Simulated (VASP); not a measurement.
# CsPbCl3 (Pm-3m) in VASP: notebook

The runs below take CsPbCl3 through single point, with PBEsol.

All numbers are computed with VASP 6.6.1; they aren't measurements. Logs are shortened: lines on timing, memory, paths and dates and some standing lists are left out, and cuts for length are marked.

**1. The cell of the first run**

Symmetry: Pm-3m, No. 221, cubic system. The conventional cell has a = 5.504 Å, b = 5.504 Å, c = 5.504 Å, α = 90.00°, β = 90.00°, γ = 90.00°. Within 5.1 Å of Cs (site symmetry m-3m) lie 12 Cl at 3.89 Å and 8 Pb at 4.77 Å. Pb (site symmetry m-3m) has 6 Cl at 2.75 Å within 3.6 Å. Cl (site symmetry 4/mmm) has 2 Pb at 2.75 Å within 3.6 Å.

**2. Single point, PBEsol (volume scaled by 0.94)**

INCAR

```
PREC = Accurate
ENCUT = 520
EDIFF = 1E-6
ISMEAR = 0
SIGMA = 0.02
LREAL = F
LASPH = T
NELM = 60
ALGO = Normal
ISIF = 2
LWAVE = F
LCHARG = F
GGA = PS
NBANDS = 30
```

KPOINTS

```
Automatic mesh
0
Gamma
  6 6 6
```

POSCAR

```
CsPbCl3
1.0
    5.5039547650      0.0000000000      0.0000000000
    0.0000000000      5.5039547650      0.0000000000
    0.0000000000      0.0000000000      5.5039547650
Cs Pb Cl
1 1 3
Direct
    0.0000000000      0.0000000000      0.0000000000
    0.5000000000      0.5000000000      0.5000000000
    0.5000000000      0.5000000000      0.0000000000
    0.0000000000      0.5000000000      0.5000000000
    0.5000000000      0.0000000000      0.5000000000
```

Potentials or basis: VASP PAW PBE potentials, release 64 (Cs_sv, Pb_d, Cl).

Started as:

```bash
$ cat potpaw_PBE.64/Cs_sv/POTCAR potpaw_PBE.64/Pb_d/POTCAR potpaw_PBE.64/Cl/POTCAR > POTCAR
$ mpirun -np 1 vasp_std > vasp.out
```

OUTCAR:

```text
PREC = Accurate
   ENCUT = 520
   EDIFF = 1E-6
   ISMEAR = 0
   LREAL = F
   LASPH = T
   NELM = 60
   ISIF = 2
   GGA = PS

 ion  position               nearest neighbor table
   1  0.000  0.000  0.000-
   2  0.500  0.500  0.500-   3 2.75   4 2.75   5 2.75   3 2.75   5 2.75   4 2.75
   3  0.500  0.500  0.000-   2 2.75   2 2.75
   4  0.000  0.500  0.500-   2 2.75   2 2.75
   5  0.500  0.000  0.500-   2 2.75   2 2.75

  LATTYP: Found a simple cubic cell.
 ALAT       =     5.5039547650

  Lattice vectors:

 A1 = (   5.5039547650,   0.0000000000,   0.0000000000)
 A2 = (   0.0000000000,   5.5039547650,   0.0000000000)
 A3 = (   0.0000000000,   0.0000000000,   5.5039547650)

Analysis of symmetry for initial positions (statically):
=====================================================================
 Subroutine PRICEL returns:
 Original cell was already a primitive cell.

 Routine SETGRP: Setting up the symmetry group for a
 simple cubic supercell.

 Subroutine GETGRP returns: Found 48 space group operations
 (whereof 48 operations were pure point group operations)
 out of a pool of 48 trial point group operations.

The static configuration has the point symmetry O_h .

Analysis of symmetry for dynamics (positions and initial velocities):
=====================================================================
 Subroutine PRICEL returns:
 Original cell was already a primitive cell.

 Routine SETGRP: Setting up the symmetry group for a
 simple cubic supercell.

 Subroutine GETGRP returns: Found 48 space group operations
 (whereof 48 operations were pure point group operations)
 out of a pool of 48 trial point group operations.

The dynamic configuration has the point symmetry O_h .

 Subroutine INISYM returns: Found 48 space group operations
 (whereof 48 operations are pure point group operations),
 and found     1 'primitive' translations

----------------------------------------------------------------------------------------

                                     Primitive cell

  volume of cell :     166.7342

  direct lattice vectors                    reciprocal lattice vectors
     5.503954765  0.000000000  0.000000000     0.181687540  0.000000000  0.000000000
     0.000000000  5.503954765  0.000000000     0.000000000  0.181687540  0.000000000
     0.000000000  0.000000000  5.503954765     0.000000000  0.000000000  0.181687540

  length of vectors
     5.503954765  5.503954765  5.503954765     0.181687540  0.181687540  0.181687540

  position of ions in fractional coordinates (direct lattice)
     0.000000000  0.000000000  0.000000000
     0.500000000  0.500000000  0.500000000
     0.500000000  0.500000000  0.000000000
     0.000000000  0.500000000  0.500000000
     0.500000000  0.000000000  0.500000000

  ion indices of the primitive-cell ions
   primitive index   ion index
                 1           1
                 2           2
                 3           3
                 4           4
                 5           5

----------------------------------------------------------------------------------------

 KPOINTS: Automatic mesh

Automatic generation of k-mesh.
 Grid dimensions read from file:
 generate k-points for:    6    6    6

 Generating k-lattice:

  Cartesian coordinates                     Fractional coordinates (reciprocal lattice)
     0.030281257  0.000000000  0.000000000     0.166666667  0.000000000  0.000000000
     0.000000000  0.030281257  0.000000000     0.000000000  0.166666667  0.000000000
     0.000000000  0.000000000  0.030281257     0.000000000  0.000000000  0.166666667

  Length of vectors
     0.030281257  0.030281257  0.030281257

  Shift w.r.t. Gamma in fractional coordinates (k-lattice)
     0.000000000  0.000000000  0.000000000

 Subroutine IBZKPT returns following result:
 ===========================================

 Found     20 irreducible k-points:

 Following reciprocal coordinates:
            Coordinates               Weight
  0.000000  0.000000  0.000000      1.000000
  0.166667  0.000000  0.000000      6.000000
  0.333333  0.000000  0.000000      6.000000
  0.500000  0.000000  0.000000      3.000000
  0.166667  0.166667  0.000000     12.000000
  0.333333  0.166667  0.000000     24.000000
[... 12 lines left out ...]
  0.500000  0.500000  0.333333      6.000000
  0.500000  0.500000  0.500000      1.000000
   k-points           NKPTS =     20   k-points in BZ     NKDIM =     20   number of bands    NBANDS=     30
   number of dos      NEDOS =    301   number of ions     NIONS =      5
   total plane-waves  NPLWV =  74088
   dimension x,y,z NGX =    42 NGY =   42 NGZ =   42
   dimension x,y,z NGXF=    84 NGYF=   84 NGZF=   84
   ions per type =               1   1   3
   NGX,Y,Z   is equivalent  to a cutoff of  12.69, 12.69, 12.69 a.u.
   NGXF,Y,Z  is equivalent  to a cutoff of  25.37, 25.37, 25.37 a.u.
 SYSTEM =  unknown system
   PREC   = accura    normal or accurate (medium, high low for compatibility)
   ISTART =      0    job   : 0-new  1-cont  2-samecut
   ICHARG =      2    charge: 1-file 2-atom 10-const
   ISPIN  =      1    spin polarized calculation?
   LNONCOLLINEAR =      F non collinear calculations
   LSORBIT =      F    spin-orbit coupling
   LASPH  =      T    aspherical Exc in radial PAW
   ENCUT  =  520.0 eV  38.22 Ry    6.18 a.u.  10.23 10.23 10.23*2*pi/ulx,y,z
   NELM   =     60;   NELMIN=  2; NELMDL= -5     # of ELM steps
   EDIFF  = 0.1E-05   stopping-criterion for ELM
   LREAL  =      F    real-space projection
[... 7 lines left out ...]
   TEBEG  =    0.0;   TEEND  =   0.0 temperature during run
   PSTRESS=    0.0 pullay stress
   NELECT =      44.0000    total number of electrons
   NUPDOWN=      -1.0000    fix difference up-down
   EMIN   =  10.00;   EMAX   =-10.00  energy-range for DOS
   EFERMI =   0.00;   METHOD = LEGACY
   ISMEAR =     0;   SIGMA  =   0.02  broadening in eV -4-tet -1-fermi 0-gaus
   EFERMI_NEDOS =   21; number of points for ismear=-14 and -15
   IALGO  =     38    algorithm
   IMIX   =      4    mixing-type and parameters
     AMIX     =   0.40;   BMIX     =  1.00
     AMIX_MAG =   1.60;   BMIX_MAG =  1.00
  volume/ion in A,a.u.               =      33.35       225.04
  Fermi-wavevector in a.u.,A,eV,Ry     =   1.050068  1.984341 15.002374  1.102643
  Thomas-Fermi vector in A             =   2.185056
   LORBIT       =      0    0 simple, 1 ext, 2 COOP (PROOUT), +10 PAW based schemes
   GGA     = PS    functional components
   LHFCALC =     F    Hartree Fock is set to
   AEXX    =    0.0000 exact exchange contribution
   IVDW    =     0    specifies the selected vdW correction
   LEPSILON=     F    determine dielectric tensor
   LRPA    =     F    only Hartree local field effects (RPA)
 non-spin polarized calculation
 Gauss-broadening in eV      SIGMA  =   0.02
  energy-cutoff  :      520.00
  volume of cell :      166.73
 maximum number of plane-waves:      4525
 NGX is ok and might be reduce to    42
   NGX = 21   NGY = 21   NGZ = 21

 number of electron      43.9999978 magnetization

 Free energy of the ion-electron system (eV)
  ---------------------------------------------------
  ext. energy  EPLUGINS =         0.00000000
  ---------------------------------------------------
  free energy    TOTEN  =       -18.32450661 eV

  energy without entropy =      -18.32450661  energy(sigma->0) =      -18.32450661

 E-fermi :   2.5947     XC(G=0):  -8.2577

 val. band max:        2.4464462924   @ k =   0.5000   0.5000   0.5000
 cond. band min:       3.9879414498   @ k =   0.5000   0.5000   0.5000
 fundamental gap:      1.5414951574
 Fermi energy:         2.5947437425

 k-point     1 :       0.0000    0.0000    0.0000
  band No.  band energies     occupation
      1     -19.2159      2.00000
      2     -14.6544      2.00000
      3     -14.6544      2.00000
      4     -14.3028      2.00000
      5     -14.3028      2.00000
      6     -14.3028      2.00000
[... 22 lines left out ...]
     29       8.6296      0.00000
     30       8.6296      0.00000

 k-point     2 :       0.1667    0.0000    0.0000
  band No.  band energies     occupation
      1     -19.2152      2.00000
      2     -14.6543      2.00000
      3     -14.6202      2.00000
      4     -14.3033      2.00000
      5     -14.3033      2.00000
      6     -14.3028      2.00000
[... 22 lines left out ...]
     29       7.8343      0.00000
     30       8.5907      0.00000

 k-point     3 :       0.3333    0.0000    0.0000
  band No.  band energies     occupation
      1     -19.2135      2.00000
      2     -14.6541      2.00000
      3     -14.5496      2.00000
      4     -14.3044      2.00000
      5     -14.3044      2.00000
      6     -14.3027      2.00000
[... 22 lines left out ...]
     29       7.5176      0.00000
     30       8.7729      0.00000

 k-point     4 :       0.5000    0.0000    0.0000
  band No.  band energies     occupation
      1     -19.2127      2.00000
      2     -14.6540      2.00000
      3     -14.5134      2.00000
      4     -14.3049      2.00000
      5     -14.3049      2.00000
      6     -14.3027      2.00000
[... 22 lines left out ...]
     29       7.7346      0.00000
     30       8.8572      0.00000

 k-point     5 :       0.1667    0.1667    0.0000
  band No.  band energies     occupation
      1     -19.2144      2.00000
      2     -14.6377      2.00000
      3     -14.6012      2.00000
      4     -14.3039      2.00000
      5     -14.3033      2.00000
      6     -14.3033      2.00000
[... 22 lines left out ...]
     29       7.5667      0.00000
     30       8.2706      0.00000
[... 394 lines left out ...]
     29       8.2225      0.00000
     30       8.5006      0.00000

 k-point    18 :       0.5000    0.3333    0.3333
  band No.  band energies     occupation
      1     -19.2091      2.00000
      2     -14.4759      2.00000
      3     -14.4277      2.00000
      4     -14.3066      2.00000
      5     -14.3065      2.00000
      6     -14.3060      2.00000
[... 22 lines left out ...]
     29       7.9464      0.00000
     30       8.3553      0.00000

 k-point    19 :       0.5000    0.5000    0.3333
  band No.  band energies     occupation
      1     -19.2085      2.00000
      2     -14.4527      2.00000
      3     -14.4001      2.00000
      4     -14.3071      2.00000
      5     -14.3066      2.00000
      6     -14.3066      2.00000
[... 22 lines left out ...]
     29       7.7465      0.00000
     30       8.5714      0.00000

 k-point    20 :       0.5000    0.5000    0.5000
  band No.  band energies     occupation
      1     -19.2079      2.00000
      2     -14.4000      2.00000
      3     -14.4000      2.00000
      4     -14.3071      2.00000
      5     -14.3071      2.00000
      6     -14.3071      2.00000
[... 22 lines left out ...]
     29       7.6242      0.00000
     30       8.9258      0.00000

------------------------ aborting loop because EDIFF is reached ----------------------------------------

  FORCE on cell =-STRESS in cart. coord.  units (eV):
  Direction    XX          YY          ZZ          XY          YZ          ZX
  --------------------------------------------------------------------------------------
  -------------------------------------------------------------------------------------
  Total        1.8336373      1.8336373      1.8336373     -0.0000000      0.0000000      0.0000000
  in kB       17.6197385     17.6197385     17.6197385     -0.0000000      0.0000000      0.0000000
  external PRESSURE =      17.6197385 kB  Pullay stress =       0.0000000 kB

 VOLUME and BASIS-vectors are now :
 -----------------------------------------------------------------------------
  energy-cutoff  :      520.00
  volume of cell :      166.73
      direct lattice vectors                 reciprocal lattice vectors
     5.503954765  0.000000000  0.000000000     0.181687540  0.000000000  0.000000000
     0.000000000  5.503954765  0.000000000     0.000000000  0.181687540  0.000000000
     0.000000000  0.000000000  5.503954765     0.000000000  0.000000000  0.181687540

 POSITION                                       TOTAL-FORCE (eV/Angst)
 -----------------------------------------------------------------------------------
      0.00000      0.00000      0.00000         0.000000      0.000000      0.000000
      2.75198      2.75198      2.75198         0.000000      0.000000      0.000000
      2.75198      2.75198      0.00000         0.000000      0.000000      0.000000
      0.00000      2.75198      2.75198         0.000000      0.000000      0.000000
      2.75198      0.00000      2.75198         0.000000      0.000000      0.000000
 -----------------------------------------------------------------------------------
    total drift:                                0.000000     -0.000000     -0.000000

  FREE ENERGIE OF THE ION-ELECTRON SYSTEM (eV)
  ---------------------------------------------------
  free  energy   TOTEN  =       -18.3245066072 eV

  energy  without entropy=      -18.3245066072  energy(sigma->0) =      -18.32450661
```

It took 87 s on 1 thread of Intel Xeon Platinum 8259CL at 2.50GHz (Skylake/Cascade Lake), shared host; peak memory 0.3 GiB.

What came out:

| Item | Value |
| --- | --- |
| Free energy | -18.3245 eV |
| Pressure | 1.8 GPa |
| Band gap on the k mesh | 1.54 eV, direct |

Caveat: the cell differs from its parent crystal (volume scaled by 0.94); the PAW data sets were made with another functional, which shifts forces and pressure a little; spin-orbit coupling is left out, which moves the levels of the heavy elements.

**3. Single point, PBEsol (volume scaled by 0.97)**

INCAR

```
ALGO = Normal
EDIFF = 1E-7
ENCUT = 520
GGA = PS
ISIF = 2
ISMEAR = 0
LASPH = T
LCHARG = F
LREAL = F
LWAVE = F
NBANDS = 30
NELM = 100
PREC = Accurate
SIGMA = 0.02
```

KPOINTS

```
k-points
0
Gamma
  6 6 6
```

POSCAR, as its differences from that of step 2:

```diff
@@ -2,5 +2,5 @@
 1.0
-    5.5039547650      0.0000000000      0.0000000000
-    0.0000000000      5.5039547650      0.0000000000
-    0.0000000000      0.0000000000      5.5039547650
+    5.5618953888      0.0000000000      0.0000000000
+    0.0000000000      5.5618953888      0.0000000000
+    0.0000000000      0.0000000000      5.5618953888
 Cs Pb Cl
```

Potentials or basis: VASP PAW PBE potentials, release 64 (Cs_sv, Pb_d, Cl).

Started as:

```bash
$ cat potpaw_PBE.64/Cs_sv/POTCAR potpaw_PBE.64/Pb_d/POTCAR potpaw_PBE.64/Cl/POTCAR > POTCAR
$ mpirun -np 1 vasp_std > vasp.out
```

Run time: 2 min. Hardware: 1 thread of Intel Xeon Platinum 8259CL at 2.50GHz (Skylake/Cascade Lake), shared host; peak memory 0.31 GiB.

It converged, with:

- Free energy: -18.3681 eV
- Pressure: 0.8 GPa
- Band gap on the k mesh: 1.70 eV, direct

Levels at points of the mesh, in eV from the valence-band top:
```csv
k point,band 18,band 19,band 20,band 21,band 22,band 23,band 24,band 25,band 26,band 27
"(0.00, 0.00, 0.00)",-2.84,-2.84,-2.71,-2.71,-2.71,3.07,4.02,4.02,4.94,4.94
"(0.50, 0.00, 0.00)",-2.94,-2.94,-2.84,-2.84,-1.79,2.88,4.47,4.98,5.20,5.20
"(0.50, 0.50, 0.00)",-3.04,-3.04,-2.92,-2.39,-0.86,2.33,2.33,4.79,5.18,5.58
"(0.50, 0.50, 0.50)",-2.92,-2.38,-2.38,-2.38,0.00,1.70,1.70,1.70,4.85,5.37
```

Caveat: the cell differs from its parent crystal (volume scaled by 0.97); the PAW data sets were made with another functional, which shifts forces and pressure a little; spin-orbit coupling is left out, which moves the levels of the heavy elements.

**4. Single point, PBEsol**

This run uses another cell than the first one, of 35.48 Å³/atom, 1.064 times its volume.

INCAR

```
ALGO = Normal
EDIFF = 1E-6
ENCUT = 520
GGA = PS
ISIF = 2
ISMEAR = 0
LASPH = True
LCHARG = False
LREAL = False
LWAVE = False
NBANDS = 30
NELM = 80
PREC = Accurate
SIGMA = 0.02
```

KPOINTS is that of step 3.

POSCAR, as its differences from that of step 3:

```diff
@@ -2,5 +2,5 @@
 1.0
-    5.5618953888      0.0000000000      0.0000000000
-    0.0000000000      5.5618953888      0.0000000000
-    0.0000000000      0.0000000000      5.5618953888
+    5.6186533435      0.0000000000      0.0000000000
+    0.0000000000      5.6186533435      0.0000000000
+    0.0000000000      0.0000000000      5.6186533435
 Cs Pb Cl
```

Started as:

```bash
$ cat potpaw_PBE.64/Cs_sv/POTCAR potpaw_PBE.64/Pb_d/POTCAR potpaw_PBE.64/Cl/POTCAR > POTCAR
$ mpirun -np 1 vasp_std > vasp.out
```

Run time: 1.8 min. Hardware: 1 thread of Intel Xeon Platinum 8259CL at 2.50GHz (Skylake/Cascade Lake), shared host; peak memory 0.31 GiB.

Results (log left out):

| Property | Result |
| --- | --- |
| Free energy | -18.3821 eV |
| Pressure | 0.0 GPa |
| Band gap on the k mesh | 1.84 eV, direct |

Levels at points of the mesh, in eV from the valence-band top:
| k point | band 19 | band 20 | band 21 | band 22 | band 23 | band 24 | band 25 | band 26 |
| --- | --- | --- | --- | --- | --- | --- | --- | --- |
| (0.00, 0.00, 0.00) | -2.58 | -2.48 | -2.48 | -2.48 | 3.24 | 4.26 | 4.26 | 5.15 |
| (0.50, 0.00, 0.00) | -2.69 | -2.59 | -2.59 | -1.67 | 2.94 | 4.63 | 5.17 | 5.26 |
| (0.50, 0.50, 0.00) | -2.77 | -2.71 | -2.16 | -0.81 | 2.43 | 2.43 | 4.86 | 5.35 |
| (0.50, 0.50, 0.50) | -2.15 | -2.15 | -2.15 | 0.00 | 1.84 | 1.84 | 1.84 | 5.03 |

Caveat: the PAW data sets were made with another functional, which shifts forces and pressure a little; spin-orbit coupling is left out, which moves the levels of the heavy elements. PBEsol gaps usually lie below the measured ones, often by a third to a half.

**5. Overview**

| cell | gap on the mesh (eV) | pressure (GPa) |
| --- | --- | --- |
| a = 5.504 Å, 5 atoms | 1.54 | 1.8 |
| a = 5.562 Å, 5 atoms | 1.70 | 0.8 |
| a = 5.619 Å, 5 atoms | 1.84 | 0.0 |

Alike in all rows: task single point; level PBEsol; potentials or basis VASP PAW PBE potentials, release 64 (Cs_sv, Pb_d, Cl); no spin polarisation; k mesh 6 × 6 × 6; cutoff (eV) 520; smearing gaussian 0.02 eV.

Caveats: the PAW data sets were made with another functional, which shifts forces and pressure a little; spin-orbit coupling is left out, which moves the levels of the heavy elements.

Total energies depend on the potentials used, so only differences within one code and one set of settings carry meaning.
